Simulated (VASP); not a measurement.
Wanted: the native input for a VASP 6.6.1 run.

```
Task                   : single point
Functional             : PBE
Potentials or basis    : VASP PAW PBE potentials, release 64 (Al)
Cutoff                 : 520 eV
k mesh                 : 11 × 11 × 1
Occupations            : fermi-dirac, width 0.1 eV
Spin                   : no spin polarisation
Dipole correction      : yes
Further INCAR settings : ALGO = Normal; EDIFF = 1e-06; NBANDS = 12
```

The structure of Al lies in POSCAR:

```
Al
1.0
    3.2360515124      0.0000000000      0.0000000000
    0.0000000000      3.2360515124      0.0000000000
    0.0000000000      0.0000000000     19.2361000000
Al
3
Direct
    0.0000000000      0.0000000000      0.4166114019
    0.5000000000      0.5000000000      0.5000000010
    0.0000000000      0.0000000000      0.5833885971
```

The input as run:

INCAR

```
PREC = Accurate
ENCUT = 520
EDIFF = 1E-6
ISMEAR = -1
SIGMA = 0.1
LREAL = False
LASPH = True
NELM = 80
ALGO = Normal
ISIF = 2
LWAVE = False
LCHARG = False
LDIPOL = True
IDIPOL = 3
DIPOL = 0.5 0.5 0.500
GGA = PE
NBANDS = 12
```

KPOINTS

```
regular mesh
0
Gamma
  11 11 1
```

Potentials or basis: VASP PAW PBE potentials, release 64 (Al).

Launch:

```sh
$ cat potpaw_PBE.64/Al/POTCAR > POTCAR
$ mpirun -np 1 vasp_std > vasp.out
```

Results of the run:

| Quantity | Value |
| --- | --- |
| Band gap on the k mesh | zero (an odd number of electrons rules out a gap without spin polarisation) |

It took 57 s on 1 thread of Intel Xeon 8259CL, on a shared host, peak memory 0.27 GiB.
